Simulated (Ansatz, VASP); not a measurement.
## One calculation of HfC5, two programs

```
Hf C
1.0
     4.67975    0.00000    0.00000
    -2.33988    4.05279    0.00000
     0.00000    0.00000    2.58087
Hf C
1 5
Direct
  0.00000 0.00000 0.00000
  0.50000 0.00000 0.00000
  0.00000 0.50000 0.00000
  0.50000 0.50000 0.00000
  0.33333 0.66667 0.50000
  0.66667 0.33333 0.50000
```

Alike in both runs: functional PBE; k mesh 4 × 4 × 3; occupations gaussian, width 0.2 eV; no spin polarisation.

Ansatz relaxed the structure, and its values are those at the end. VASP's run is a single point on that final structure, the one shown.

|  | VASP | Ansatz |
| --- | --- | --- |
| version | VASP 6.6.1 | Ansatz 0.2.0 |
| potentials or method | VASP PAW PBE potentials, release 64 (Hf_pv, C), cutoff 600 eV | scalar-relativistic, plane waves, PAW |
| valence electrons in the cell | 30 | 46 |

```tsv
	VASP	Ansatz	Ansatz less VASP
gap on the k mesh at the Fermi level (eV)	none	none	-
pressure (GPa)	-0.6	0.3	+0.91
```

A gap of «none» marks a metal or a gap that the smearing closes. With one functional, cell and mesh, what is left measures potentials, basis and numerics. VASP's potentials hold 30 valence electrons a cell and Ansatz's 46, so a difference there can come from the potentials and not from the codes.

The k mesh is coarse, so the values compare programs but aren't converged. Spin-orbit coupling is off throughout.
